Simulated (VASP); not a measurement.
# SrTiO3 (Tausonite): single point with r2SCAN

The system is SrTiO3 (Tausonite).

```
Sr Ti O
1.0
     3.90685    0.00000    0.00000
     0.00000    3.90685    0.00000
     0.00000    0.00000    3.90685
Sr Ti O
1 1 3
Direct
  0.50000 0.50000 0.50000
  0.00000 0.00000 0.00000
  0.50000 0.00000 0.00000
  0.00000 0.50000 0.00000
  0.00000 0.00000 0.50000
```

```json
{
  "Program": "VASP 6.6.1",
  "Task": "single point",
  "Functional": "r2SCAN",
  "Potentials or basis": "VASP PAW PBE potentials, release 64 (Sr_sv, Ti_sv, O)",
  "Cutoff": "520 eV",
  "k mesh": "8 × 8 × 8",
  "Occupations": "gaussian, width 0.02 eV",
  "Spin": "no spin polarisation"
}
```

```json
{
 "Pressure": "0.9 GPa",
 "Band gap on the k mesh": "2.27 eV, indirect (least direct gap 2.66 eV)"
}
```

Levels at points of the mesh, in eV from the valence-band top:
| k point | band 17 | band 18 | band 19 | band 20 | band 21 | band 22 | band 23 | band 24 |
| --- | --- | --- | --- | --- | --- | --- | --- | --- |
| (0.00, 0.00, 0.00) | -1.21 | -0.38 | -0.38 | -0.38 | 2.27 | 2.27 | 2.27 | 4.59 |
| (0.50, 0.00, 0.00) | -2.36 | -2.00 | -0.77 | -0.77 | 2.44 | 4.17 | 4.17 | 4.60 |
| (0.50, 0.50, 0.00) | -1.79 | -1.61 | -1.61 | -0.09 | 4.18 | 4.18 | 4.67 | 5.64 |
| (0.50, 0.50, 0.50) | -3.79 | 0.00 | 0.00 | 0.00 | 4.88 | 4.88 | 4.88 | 7.63 |

It took 2.1 min on 1 thread of Intel(R) Xeon(R) 6975P-C (Granite Rapids), on a shared host, peak memory 0.2 GiB.

Caveat: the PAW data sets were made with another functional, which shifts forces and pressure a little. A k mesh can miss the band edges.
